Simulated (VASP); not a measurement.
Write the native input for VASP 6.6.1 that does the following.

```yaml
Task: single point
Functional: PBE
Dispersion: D3(BJ)
Potentials_or_basis: VASP PAW PBE potentials, release 64 (Sn_d, O)
Cutoff: 520 eV
k_mesh: 12 × 12 × 4
Occupations: gaussian, width 0.05 eV
Spin: no spin polarisation
Dipole_correction: no
Further_INCAR_settings: ALGO = Normal; EDIFF = 1e-06; NBANDS = 35
```

The structure of SnO2 lies in POSCAR:

```
SnO2
1.0
    3.3903493636      0.0000000000      0.0000000000
   -1.6951746819      2.9361286766      0.0000000000
    0.0000000000      0.0000000000      9.2807319888
Sn O
2 4
Direct
    0.0000000000      0.0000000000      0.5000000000
    0.0000000000      0.0000000000      0.0000000000
    0.6666666667      0.3333333333      0.4018666787
    0.6666666667      0.3333333333      0.0981333213
    0.3333333333      0.6666666667      0.5981333213
    0.3333333333      0.6666666667      0.9018666787
```

This cell differs from its parent crystal: ratio of the length along z to the lengths across it x 0.85, volume and fractional coordinates fixed.

The input as run:

INCAR

```
SYSTEM = SnO2
ALGO = Normal
EDIFF = 1E-6
ENCUT = 520
GGA = PE
ISIF = 2
ISMEAR = 0
IVDW = 12
LASPH = .TRUE.
LCHARG = .FALSE.
LREAL = .FALSE.
LWAVE = .FALSE.
NBANDS = 35
NELM = 60
PREC = Accurate
SIGMA = 0.05
```

KPOINTS

```
k-points
0
G
  12 12 4
  0 0 0
```

Potentials or basis: VASP PAW PBE potentials, release 64 (Sn_d, O).

Launch:

```bash
$ cat potpaw_PBE.64/Sn_d/POTCAR potpaw_PBE.64/O/POTCAR > POTCAR
$ mpirun -np 1 vasp_std > vasp.out
```

Results of the run:

The pressure is -7.7 GPa. The largest force is 0.136 eV/Å and the band gap on the k mesh is 0.65 eV (least direct gap 1.08 eV). The dispersion energy per atom is -0.166 eV.

Caveat: the stress differs along the axes, from -14 to 5 GPa; semilocal functionals underestimate gaps, and a narrow one can read as zero; spin-orbit coupling is left out, which moves the levels of the heavy elements.

It took 120 s on 1 thread of Intel(R) Xeon(R) Platinum 8488C (Sapphire Rapids), with other jobs on the host, peak memory 0.32 GiB.
